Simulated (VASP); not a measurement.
CdF2:

```
CELL_PARAMETERS angstrom
0.00000 2.65825 2.65825
2.65825 0.00000 2.65825
2.65825 2.65825 0.00000
ATOMIC_POSITIONS crystal
Cd 0.00000 0.00000 0.00000
F 0.25000 0.25000 0.25000
F 0.75000 0.75000 0.75000
```

This cell differs from its parent crystal: strained.

Base run:

| Property | Result |
| --- | --- |
| Program | VASP 6.6.1 |
| Functional | PBEsol |
| Potentials or basis | VASP PAW PBE potentials, release 64 (Cd, F) |
| Cutoff | 520 eV |
| k mesh | 8 × 8 × 8 |
| Occupations | gaussian, width 0.02 eV |
| Spin | no spin polarisation |

Its results: band gap on the k mesh 3.04 eV, indirect (least direct gap 3.47 eV); pressure 5.5 GPa.

Q: The run is repeated on the same cell with these changes: potentials or basis from VASP PAW PBE potentials, release 64 (Cd, F) to VASP PAW PBE potentials, release 64 (Cd_sv_GW, F); cutoff from 520 eV to 600 eV; further incar settings from ALGO = Normal; EDIFF = 1e-06; NBANDS = 20 to ALGO = Normal; EDIFF = 1e-06; NBANDS = 24; valence electrons from 26 to 34. What comes out?

A: Band gap on the k mesh 3.06 eV, indirect (least direct gap 3.50 eV); pressure 3.8 GPa.

Caveats: the PAW data sets were made with another functional, which shifts forces and pressure a little.

A k mesh can miss the band edges.
